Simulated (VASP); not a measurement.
# CaNdAu3 (Pm-3m) in VASP: further runs, part 2 of 2

VASP 6.6.1. Earlier steps stand in the parts before.

### 4 Single point, PBE

This run uses another cell than the first one, of 28.53 Å³/atom.

File INCAR:

```
SYSTEM = CaNdAu3
ALGO     = Normal         ! electronic algorithm
EDIFF    = 1E-6           ! SCF threshold, eV
ENCUT    = 500            ! plane-wave cutoff, eV
GGA      = PE             ! functional
GGA_COMPAT= .FALSE.      
ISIF     = 2              ! what is computed and relaxed
ISMEAR   = 0              ! smearing method
LASPH    = .TRUE.         ! aspherical terms in the spheres
LCHARG   = .FALSE.        ! write CHGCAR
LMAXMIX  = 6              ! l up to which the mixer works
LREAL    = .FALSE.        ! projectors in reciprocal space
LWAVE    = .FALSE.        ! write WAVECAR
NBANDS   = 35             ! bands
NELM     = 200            ! most SCF steps
PREC     = Accurate       ! precision mode
SIGMA    = 0.2            ! smearing width, eV
```

File KPOINTS:

```
k-points
0
G
  4 4 4
  0 0 0
```

File POSCAR:

```
CaNdAu3
1.0
    5.2251850384      0.0000000000      0.0000000000
    0.0000000000      5.2251850384      0.0000000000
    0.0000000000      0.0000000000      5.2251850384
Ca Nd Au
1 1 3
Direct
    0.5000000000      0.5000000000      0.5000000000
    0.0000000000      0.0000000000      0.0000000000
    0.5000000000      0.5000000000      0.0000000000
    0.0000000000      0.5000000000      0.5000000000
    0.5000000000      0.0000000000      0.5000000000
```

Potentials or basis: VASP PAW PBE potentials, release 64 (Ca_sv, Nd_3, Au), 4f in core.

Launch:

```console
$ cat potpaw_PBE.64/Ca_sv/POTCAR potpaw_PBE.64/Nd_3/POTCAR potpaw_PBE.64/Au/POTCAR > POTCAR
$ mpirun -np 1 vasp_std > vasp.out
```

OUTCAR:

```text
SYSTEM = CaNdAu3
   EDIFF = 1E-6
   ENCUT = 500
   GGA = PE
   ISIF = 2
   ISMEAR = 0
   LASPH = .TRUE.
   LREAL = .FALSE.
   NELM = 200
   PREC = Accurate

 ion  position               nearest neighbor table
   1  0.500  0.500  0.500-   3 2.61   4 2.61   5 2.61   3 2.61   5 2.61   4 2.61
   2  0.000  0.000  0.000-   3 3.69   4 3.69   5 3.69   4 3.69   5 3.69   3 3.69   4 3.69   4 3.69
                             3 3.69   5 3.69   5 3.69   3 3.69
   3  0.500  0.500  0.000-   1 2.61   1 2.61   2 3.69   2 3.69   2 3.69   2 3.69
   4  0.000  0.500  0.500-   1 2.61   1 2.61   2 3.69   2 3.69   2 3.69   2 3.69
   5  0.500  0.000  0.500-   1 2.61   1 2.61   2 3.69   2 3.69   2 3.69   2 3.69

  LATTYP: Found a simple cubic cell.
 ALAT       =     5.2251850384

  Lattice vectors:

 A1 = (   5.2251850384,   0.0000000000,   0.0000000000)
 A2 = (   0.0000000000,   5.2251850384,   0.0000000000)
 A3 = (   0.0000000000,   0.0000000000,   5.2251850384)

Analysis of symmetry for initial positions (statically):
=====================================================================
 Subroutine PRICEL returns:
 Original cell was already a primitive cell.

 Routine SETGRP: Setting up the symmetry group for a
 simple cubic supercell.

 Subroutine GETGRP returns: Found 48 space group operations
 (whereof 48 operations were pure point group operations)
 out of a pool of 48 trial point group operations.

The static configuration has the point symmetry O_h .

Analysis of symmetry for dynamics (positions and initial velocities):
=====================================================================
 Subroutine PRICEL returns:
 Original cell was already a primitive cell.

 Routine SETGRP: Setting up the symmetry group for a
 simple cubic supercell.

 Subroutine GETGRP returns: Found 48 space group operations
 (whereof 48 operations were pure point group operations)
 out of a pool of 48 trial point group operations.

The dynamic configuration has the point symmetry O_h .

 Subroutine INISYM returns: Found 48 space group operations
 (whereof 48 operations are pure point group operations),
 and found     1 'primitive' translations

----------------------------------------------------------------------------------------

                                     Primitive cell

  volume of cell :     142.6609

  direct lattice vectors                    reciprocal lattice vectors
     5.225185038  0.000000000  0.000000000     0.191380782  0.000000000  0.000000000
     0.000000000  5.225185038  0.000000000     0.000000000  0.191380782  0.000000000
     0.000000000  0.000000000  5.225185038     0.000000000  0.000000000  0.191380782

  length of vectors
     5.225185038  5.225185038  5.225185038     0.191380782  0.191380782  0.191380782

  position of ions in fractional coordinates (direct lattice)
     0.500000000  0.500000000  0.500000000
     0.000000000  0.000000000  0.000000000
     0.500000000  0.500000000  0.000000000
     0.000000000  0.500000000  0.500000000
     0.500000000  0.000000000  0.500000000

  ion indices of the primitive-cell ions
   primitive index   ion index
                 1           1
                 2           2
                 3           3
                 4           4
[... 29 lines left out ...]
            Coordinates               Weight
  0.000000  0.000000  0.000000      1.000000
  0.250000  0.000000  0.000000      6.000000
  0.500000  0.000000  0.000000      3.000000
  0.250000  0.250000  0.000000     12.000000
  0.500000  0.250000  0.000000     12.000000
  0.500000  0.500000  0.000000      3.000000
  0.250000  0.250000  0.250000      8.000000
  0.500000  0.250000  0.250000     12.000000
  0.500000  0.500000  0.250000      6.000000
  0.500000  0.500000  0.500000      1.000000
   k-points           NKPTS =     10   k-points in BZ     NKDIM =     10   number of bands    NBANDS=     35
   number of dos      NEDOS =    301   number of ions     NIONS =      5
   total plane-waves  NPLWV =  64000
   dimension x,y,z NGX =    40 NGY =   40 NGZ =   40
   dimension x,y,z NGXF=    80 NGYF=   80 NGZF=   80
   ions per type =               1   1   3
   NGX,Y,Z   is equivalent  to a cutoff of  12.73, 12.73, 12.73 a.u.
   NGXF,Y,Z  is equivalent  to a cutoff of  25.45, 25.45, 25.45 a.u.
 SYSTEM =  CaNdAu3
   PREC   = accura    normal or accurate (medium, high low for compatibility)
   ISTART =      0    job   : 0-new  1-cont  2-samecut
   ICHARG =      2    charge: 1-file 2-atom 10-const
   ISPIN  =      1    spin polarized calculation?
   LNONCOLLINEAR =      F non collinear calculations
   LSORBIT =      F    spin-orbit coupling
   LASPH  =      T    aspherical Exc in radial PAW
   ENCUT  =  500.0 eV  36.75 Ry    6.06 a.u.   9.53  9.53  9.53*2*pi/ulx,y,z
   NELM   =    200;   NELMIN=  2; NELMDL= -5     # of ELM steps
   EDIFF  = 0.1E-05   stopping-criterion for ELM
   LREAL  =      F    real-space projection
   EDIFFG = 0.1E-04   stopping-criterion for IOM
   NSW    =      0    number of steps for IOM
   IBRION =     -1    ionic relax: 0-MD 1-quasi-New 2-CG
   NFREE  =      0    steps in history (QN), initial steepest desc. (CG)
   ISIF   =      2    stress and relaxation
   ISYM   =      2    0-nonsym 1-usesym 2-fastsym
   POTIM  = 0.5000    time-step for ionic-motion
   TEBEG  =    0.0;   TEEND  =   0.0 temperature during run
   PSTRESS=    0.0 pullay stress
   NELECT =      54.0000    total number of electrons
   NUPDOWN=      -1.0000    fix difference up-down
   EMIN   =  10.00;   EMAX   =-10.00  energy-range for DOS
   EFERMI =   0.00;   METHOD = LEGACY
   ISMEAR =     0;   SIGMA  =   0.20  broadening in eV -4-tet -1-fermi 0-gaus
   EFERMI_NEDOS =   21; number of points for ismear=-14 and -15
   IALGO  =     38    algorithm
   IMIX   =      4    mixing-type and parameters
     AMIX     =   0.40;   BMIX     =  1.00
     AMIX_MAG =   1.60;   BMIX_MAG =  1.00
  volume/ion in A,a.u.               =      28.53       192.54
  Fermi-wavevector in a.u.,A,eV,Ry     =   1.184235  2.237879 19.080968  1.402412
  Thomas-Fermi vector in A             =   2.320453
   LORBIT       =      0    0 simple, 1 ext, 2 COOP (PROOUT), +10 PAW based schemes
   GGA     = PE    functional components
   LHFCALC =     F    Hartree Fock is set to
   AEXX    =    0.0000 exact exchange contribution
   IVDW    =     0    specifies the selected vdW correction
   LEPSILON=     F    determine dielectric tensor
   LRPA    =     F    only Hartree local field effects (RPA)
 non-spin polarized calculation
 Gauss-broadening in eV      SIGMA  =   0.20
  energy-cutoff  :      500.00
  volume of cell :      142.66
 maximum number of plane-waves:      3695
 NGX is ok and might be reduce to    40
   NGX = 19   NGY = 19   NGZ = 19

 number of electron      54.0000008 magnetization

 Free energy of the ion-electron system (eV)
  ---------------------------------------------------
  ext. energy  EPLUGINS =         0.00000000
  ---------------------------------------------------
  free energy    TOTEN  =       -16.61674245 eV

  energy without entropy =      -16.53726086  energy(sigma->0) =      -16.57700166

 E-fermi :   4.3067     XC(G=0):  -9.7306

 val. band max:        4.2573690272   @ k =   0.5000   0.2500   0.2500
 cond. band min:       4.3807732981   @ k =   0.5000   0.5000   0.2500
 fundamental gap:      0.1234042708
 Fermi energy:         4.3067292714

 k-point     1 :       0.0000    0.0000    0.0000
  band No.  band energies     occupation
      1     -35.9528      2.00000
      2     -35.4354      2.00000
      3     -17.1251      2.00000
      4     -17.1251      2.00000
      5     -17.1251      2.00000
      6     -16.3720      2.00000
[... 369 lines left out ...]
     34       7.0760      0.00000
     35       7.3443      0.00000

------------------------ aborting loop because EDIFF is reached ----------------------------------------

  FORCE on cell =-STRESS in cart. coord.  units (eV):
  Direction    XX          YY          ZZ          XY          YZ          ZX
  --------------------------------------------------------------------------------------
  -------------------------------------------------------------------------------------
  Total        0.2581351      0.2581351      0.2581351     -0.0000000     -0.0000000      0.0000000
  in kB        2.8990292      2.8990292      2.8990292     -0.0000000     -0.0000000      0.0000000
  external PRESSURE =       2.8990292 kB  Pullay stress =       0.0000000 kB

 VOLUME and BASIS-vectors are now :
 -----------------------------------------------------------------------------
  energy-cutoff  :      500.00
  volume of cell :      142.66
      direct lattice vectors                 reciprocal lattice vectors
     5.225185038  0.000000000  0.000000000     0.191380782  0.000000000  0.000000000
     0.000000000  5.225185038  0.000000000     0.000000000  0.191380782  0.000000000
     0.000000000  0.000000000  5.225185038     0.000000000  0.000000000  0.191380782

 POSITION                                       TOTAL-FORCE (eV/Angst)
 -----------------------------------------------------------------------------------
      2.61259      2.61259      2.61259         0.000000      0.000000      0.000000
      0.00000      0.00000      0.00000         0.000000      0.000000      0.000000
      2.61259      2.61259      0.00000         0.000000      0.000000      0.000000
      0.00000      2.61259      2.61259         0.000000      0.000000      0.000000
      2.61259      0.00000      2.61259         0.000000      0.000000      0.000000
 -----------------------------------------------------------------------------------
    total drift:                               -0.000000     -0.000000     -0.000000

  FREE ENERGIE OF THE ION-ELECTRON SYSTEM (eV)
  ---------------------------------------------------
  free  energy   TOTEN  =       -16.6167424504 eV

  energy  without entropy=      -16.5372608618  energy(sigma->0) =      -16.57700166
```

It took 22 s on 1 thread of Intel Xeon 6975P-C (Granite Rapids), shared host; peak memory 0.26 GiB.

Results:

```
Free energy            : -16.6167 eV
Pressure               : 0.3 GPa
Band gap on the k mesh : zero (bands 27 and 28 overlap by 1.49 eV)
```

Levels at points of the mesh, in eV from the Fermi level:
```tsv
k point	band 23	band 24	band 25	band 26	band 27	band 28	band 29	band 30	band 31	band 32
(0.00, 0.00, 0.00)	-3.45	-3.20	-1.55	-1.55	0.93	0.93	0.93	1.90	1.90	1.90
(0.50, 0.00, 0.00)	-3.72	-3.51	-3.45	-1.31	0.17	0.17	0.38	1.48	1.84	2.43
(0.50, 0.50, 0.00)	-3.66	-3.58	-2.42	-2.42	-1.62	0.48	0.48	1.64	1.69	2.03
(0.50, 0.50, 0.50)	-3.35	-2.08	-2.08	-2.08	-0.55	-0.55	-0.55	-0.25	2.04	2.04
```

Caveat: spin-orbit coupling is left out, which moves the levels of the heavy elements; the 4f electrons are frozen in the core, so they carry no moment and show no levels.

### 5 Summary

| task | cell | k mesh | gap on the mesh (eV) | pressure (GPa) |
| --- | --- | --- | --- | --- |
| single point | a = 5.197 Å, 5 atoms | 3 × 3 × 3 | none | 0.9 |
| relaxation of cell and atoms | relaxed from a = 4.894 Å, 5 atoms | 3 × 3 × 3 | none | 0.1 |
| single point | a = 5.225 Å, 5 atoms | 4 × 4 × 4 | none | 0.3 |

Alike in all rows: level PBE; potentials or basis VASP PAW PBE potentials, release 64 (Ca_sv, Nd_3, Au), 4f in core; no spin polarisation; cutoff (eV) 500; smearing gaussian 0.2 eV.

Caveats: some runs use coarse meshes; spin-orbit coupling is left out, which moves the levels of the heavy elements; the 4f electrons are frozen in the core, so they carry no moment and show no levels; the volume moved by over 15 % at a fixed basis, so the end points are rough (at least some runs).

Total energies depend on the potentials used, so only differences within one code and one set of settings carry meaning.

The gap in the log of VASP goes by the Fermi energy; the results here count the filled bands.